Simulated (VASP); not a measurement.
Input of a VASP 6.6.1 run:

The input INCAR:

```
PREC = Accurate ; ENCUT = 520
EDIFF = 1E-6 ; ISMEAR = -1
SIGMA = 0.1 ; LREAL = F
LASPH = T ; NELM = 80
ALGO = Normal ; ISIF = 2
LWAVE = F ; LCHARG = F
GGA = PS ; NBANDS = 12
```

File KPOINTS:

```
regular mesh
0
Gamma
  18 18 18
```

The input POSCAR:

```
Ta
1.0
   -1.6153978696      1.6153978696      1.6153978696
    1.6153978696     -1.6153978696      1.6153978696
    1.6153978696      1.6153978696     -1.6153978696
Ta
1
Direct
    0.0000000000      0.0000000000      0.0000000000
```

Potentials or basis: VASP PAW PBE potentials, release 64 (Ta_pv).

Command:

```sh
$ cat potpaw_PBE.64/Ta_pv/POTCAR > POTCAR
$ mpirun -np 1 vasp_std > vasp.out
```

Task: Estimate the pressure.

Result: 10.9 GPa.

Caveat: the PAW data sets were made with another functional, which shifts forces and pressure a little.
